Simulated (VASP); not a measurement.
**C: single point with PBE**

The system is C, a slab with vacuum.

```xyz
2
Lattice="2.4657 0.0000 0.0000 -1.2329 2.1354 0.0000 0.0000 0.0000 26.0000" Properties=species:S:1:pos:R:3 pbc="T T T"
C     0.0000    0.0000   13.0000
C     1.2329    0.7118   13.0000
```

| Item | Value |
| --- | --- |
| Program | VASP 6.6.1 |
| Task | single point |
| Functional | PBE |
| Potentials or basis | VASP PAW PBE potentials, release 64 (C) |
| Cutoff | 520 eV |
| k mesh | 21 × 21 × 1 |
| Occupations | gaussian, width 0.1 eV |
| Spin | no spin polarisation |

```
Band gap on the k mesh : zero (filled and empty bands touch)
```

Levels at points of the mesh, in eV from the Fermi level:
```csv
k point,band 1,band 2,band 3,band 4,band 5,band 6,band 7,band 8
"(0.00, 0.00, 0.00)",-19.53,-7.62,-3.05,-3.05,3.26,4.03,4.30,4.76
```

It took 98 s on 1 thread of Intel(R) Xeon(R) 6975P-C (Granite Rapids), with other jobs on the host, peak memory 0.26 GiB.
